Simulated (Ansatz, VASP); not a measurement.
## AlP: VASP beside Ansatz

Contents of INCAR:

```
SYSTEM = AlP
  PREC = Accurate
  ENCUT = 500
  EDIFF = 1E-6
  ISMEAR = 0
  SIGMA = 0.02
  LREAL = .FALSE.
  LASPH = .TRUE.
  NELM = 120
  ALGO = Normal
  ISIF = 2
  LWAVE = .FALSE.
  LCHARG = .FALSE.
  GGA = PE
  NBANDS = 46
  GGA_COMPAT = .FALSE.
```

KPOINTS

```
Automatic mesh
0
G
  2 2 2
  0 0 0
```

File POSCAR:

```
AlP
1.0
    0.0000000000      5.4510000000      5.4510000000
    5.4510000000      0.0000000000      5.4510000000
    5.4510000000      5.4510000000      0.0000000000
Al P
8 8
Direct
    0.0000000000      0.0000000000      0.0000000000
    0.0000000000      0.0000000000      0.5000000000
    0.0000000000      0.5000000000      0.0000000000
    0.0000000000      0.5000000000      0.5000000000
    0.5000000000      0.0000000000      0.0000000000
    0.5000000000      0.0000000000      0.5000000000
    0.5000000000      0.5000000000      0.0000000000
    0.5000000000      0.5000000000      0.5000000000
    0.1250000000      0.1250000000      0.1250000000
    0.1250000000      0.1250000000      0.6250000000
    0.1250000000      0.6250000000      0.1250000000
    0.1250000000      0.6250000000      0.6250000000
    0.6250000000      0.1250000000      0.1250000000
    0.6250000000      0.1250000000      0.6250000000
    0.6250000000      0.6250000000      0.1250000000
    0.6250000000      0.6250000000      0.6250000000
```

Input for Ansatz:

```yaml
crystal:
  lattice:
    - [0.0, 2.7255, 2.7255]
    - [2.7255, 0.0, 2.7255]
    - [2.7255, 2.7255, 0.0]
  atoms:
    - { symbol: Al, position: [0.0, 0.0, 0.0] }
    - { symbol: P, position: [0.25, 0.25, 0.25] }
  supercell: [2, 2, 2]
basis:
  ecutwfc: 517.016338673772
kpoints:
  mp_grid:
    grid: [2, 2, 2]
hamiltonian:
  xc: pbe
  pseudopotentials:
    kind: paw
scf:
  convergence:
    dr2_threshold: 1.0e-10
  occupations:
    method: gaussian
    width: 0.02
output:
  eigenvalues: true
```

Alike in both runs: task single point; functional PBE; k mesh 2 × 2 × 2; occupations gaussian, width 0.02 eV; no spin polarisation.

|  | VASP | Ansatz |
| --- | --- | --- |
| version | VASP 6.6.1 | Ansatz 0.2.0 |
| potentials or method | VASP PAW PBE potentials, release 64 (Al, P), cutoff 500 eV | plane waves, PAW |
| valence electrons in the cell | 64 | 64 |

|  | VASP | Ansatz | Ansatz less VASP |
| --- | --- | --- | --- |
| gap on the k mesh at the Fermi level (eV) | 1.54 | 1.55 | +0.003 |

The k mesh is coarse, so the values compare programs but aren't converged.
